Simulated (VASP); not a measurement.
Write the native input for VASP 6.6.1 that does the following.

| Property | Result |
| --- | --- |
| Task | relaxation of cell and atoms |
| Functional | PBE |
| Potentials or basis | VASP PAW PBE potentials, release 64 (Zn) |
| Cutoff | 600 eV |
| k mesh | 10 × 10 × 13 |
| Occupations | fermi-dirac, width 0.1 eV |
| Spin | no spin polarisation |
| Target pressure | 120 GPa |
| Dipole correction | no |
| Further INCAR settings | ALGO = Normal; EDIFF = 1e-06; IBRION = 2; EDIFFG = -0.005; NSW = 60; ISIF = 3 |

The structure of Zn lies in POSCAR:

```
Zn
1.0
    3.7274272155      0.0000000000      0.0000000000
   -1.8637136077      3.2280466594      0.0000000000
    0.0000000000      0.0000000000      2.3110048736
Zn
3
Direct
    0.0000000000      0.0000000000      0.0000000000
    0.3333333333      0.6666666667      0.5000000000
    0.6666666667      0.3333333333      0.5000000000
```

One way to write it, as run:

INCAR

```
SYSTEM = Zn
PREC = Accurate
ENCUT = 600
EDIFF = 1E-6
ISMEAR = -1
SIGMA = 0.1
LREAL = .False.
LASPH = .True.
NELM = 60
ALGO = Normal
ISIF = 3
LWAVE = .False.
LCHARG = .False.
GGA = PE
IBRION = 2
NSW = 60
EDIFFG = -0.005
PSTRESS = 1200.0
```

KPOINTS

```
Automatic mesh
0
Gamma
  10 10 13
  0 0 0
```

Potentials or basis: VASP PAW PBE potentials, release 64 (Zn).

The run is started by

```console
$ cat potpaw_PBE.64/Zn/POTCAR > POTCAR
$ mpirun -np 1 vasp_std > vasp.out
```

Results of the run:

- Relaxed volume: 9.43 Å³/atom
- Relaxed cell: a = 3.776 Å, b = 3.776 Å, c = 2.291 Å, α = 90.00°, β = 90.00°, γ = 120.00°
- Space group after relaxing (to 0.05 Å): P6/mmm (No. 191)
- Energy change on relaxing (the enthalpy is what falls): -129.0 meV/atom
- Ionic steps: 10
- Pressure after relaxing: 120.0 GPa
- Band gap on the k mesh: zero (band 18 reaches 13.04 eV, above the bottom of band 19 at 7.54 eV)

Caveat: the cell is relaxed towards a set pressure, so the enthalpy falls and the energy may rise.

Wall time 4.5 min on 1 thread of Intel(R) Xeon(R) Platinum 8375C CPU @ 2.90GHz (Ice Lake), with other jobs on the host, peak memory 0.18 GiB.
